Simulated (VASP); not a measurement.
Write the native input for VASP 6.6.1 that does the following.

```yaml
Task: single point
Functional: RPBE
Potentials_or_basis: VASP PAW PBE potentials, release 64 (Fe)
Cutoff: 520 eV
k_mesh: 17 × 17 × 17
Occupations: fermi-dirac, width 0.1 eV
Spin: no spin polarisation
Dipole_correction: no
Further_INCAR_settings: ALGO = Normal; EDIFF = 1e-06; NBANDS = 10
```

The structure of Fe lies in POSCAR:

```
Fe
1.0
    0.0000000000      1.7607488052      1.7607488052
    1.7607488052      0.0000000000      1.7607488052
    1.7607488052      1.7607488052      0.0000000000
Fe
1
Direct
    0.0000000000      0.0000000000      0.0000000000
```

This cell differs from its parent crystal: volume scaled by 1.04.

The input as run:

INCAR

```
SYSTEM = Fe
ALGO = Normal ; EDIFF = 1E-6
ENCUT = 520 ; GGA = RP
ISIF = 2 ; ISMEAR = -1
LASPH = .TRUE. ; LCHARG = .FALSE.
LREAL = .FALSE. ; LWAVE = .FALSE.
NBANDS = 10 ; NELM = 60
PREC = Accurate ; SIGMA = 0.1
```

KPOINTS

```
k-points
0
G
  17 17 17
  0 0 0
```

Potentials or basis: VASP PAW PBE potentials, release 64 (Fe).

The run is started by

```bash
$ cat potpaw_PBE.64/Fe/POTCAR > POTCAR
$ mpirun -np 1 vasp_std > vasp.out
```

Results of the run:

```yaml
Pressure: -9.7 GPa
Band_gap_on_the_k_mesh: zero (band 4 reaches 7.34 eV, above the bottom of band 5 at 5.54 eV)
```

Caveat: the PAW data sets were made with another functional, which shifts forces and pressure a little; the run has no spin polarisation, though such a crystal can be magnetic.

Run time: 40 s on 1 thread of AMD EPYC 7R13 (shared host), peak memory 0.11 GiB.
